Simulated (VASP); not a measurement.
A run of VASP 6.6.1 is set up as follows.

File INCAR:

```
  PREC = Accurate
  ENCUT = 500
  EDIFF = 1E-7
  ISMEAR = -1
  SIGMA = 0.1
  LREAL = F
  LASPH = T
  NELM = 120
  ALGO = Normal
  ISIF = 3
  LWAVE = F
  LCHARG = F
  GGA = PS
  IBRION = 2
  NSW = 60
  EDIFFG = -0.01
  GGA_COMPAT = F
  NELMIN = 4
```

File KPOINTS:

```
regular mesh
0
Gamma
  8 8 8
```

Contents of POSCAR:

```
Y
1.0
    1.9897841331      1.9897841331      1.9897841331
   -1.9897841331      1.9897841331      1.9897841331
   -1.9897841331     -1.9897841331      1.9897841331
Y
1
Direct
    0.0000000000      0.0000000000      0.0000000000
```

Potentials or basis: VASP PAW PBE potentials, release 64 (Y_sv).

Run with:

```bash
$ cat potpaw_PBE.64/Y_sv/POTCAR > POTCAR
$ mpirun -np 1 vasp_std > vasp.out
```

Question: What does it give for the relaxed cell?

Answer: a = 3.443 Å, b = 3.443 Å, c = 3.443 Å, α = 70.53°, β = 109.47°, γ = 70.53°.

Question: What does it give for the band gap on the k mesh?

Answer: Zero (an odd number of electrons rules out a gap without spin polarisation).

Question: Predict the relaxed volume.

Answer: 31.41 Å³/atom.

Question: Predict the space group after relaxing (to 0.1 Å).

Answer: Im-3m (No. 229).

Final structure:
```
Y
1.0
     1.98773    1.98773    1.98773
    -1.98773    1.98773    1.98773
    -1.98773   -1.98773    1.98773
Y
1
Direct
  0.00000 0.00000 0.00000
```

Caveat: the PAW data sets were made with another functional, which shifts forces and pressure a little.
